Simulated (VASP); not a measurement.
A run of VASP 6.6.1:

Contents of INCAR:

```
PREC = Accurate
ENCUT = 520
EDIFF = 1E-7
ISMEAR = 0
SIGMA = 0.05
LREAL = False
LASPH = True
NELM = 100
ALGO = Normal
ISIF = 2
LWAVE = False
LCHARG = False
GGA = PE
NBANDS = 26
```

File KPOINTS:

```
Automatic mesh
0
Gamma
  12 12 6
```

Contents of POSCAR:

```
GaN
1.0
    3.3149817792      0.0000000000      0.0000000000
   -1.6574908896      2.8708584339      0.0000000000
    0.0000000000      0.0000000000      5.3216758876
Ga N
2 2
Direct
    0.3333333333      0.6666666667      0.9991316867
    0.6666666667      0.3333333333      0.4991316867
    0.3333333333      0.6666666667      0.3758683133
    0.6666666667      0.3333333333      0.8758683133
```

Potentials or basis: VASP PAW PBE potentials, release 64 (Ga_d, N).

Command:

```bash
$ cat potpaw_PBE.64/Ga_d/POTCAR potpaw_PBE.64/N/POTCAR > POTCAR
$ mpirun -np 1 vasp_std > vasp.out
```

Hardware: 1 thread of Intel(R) Xeon(R) 6975P-C (Granite Rapids), with other jobs on the host.

**Question.** Estimate the wall time of this run.

**Answer.** Run time: 64 s on 1 thread of Intel(R) Xeon(R) 6975P-C (Granite Rapids) (shared host), peak memory 0.22 GiB. Counts: scf iterations 18, k points 76.
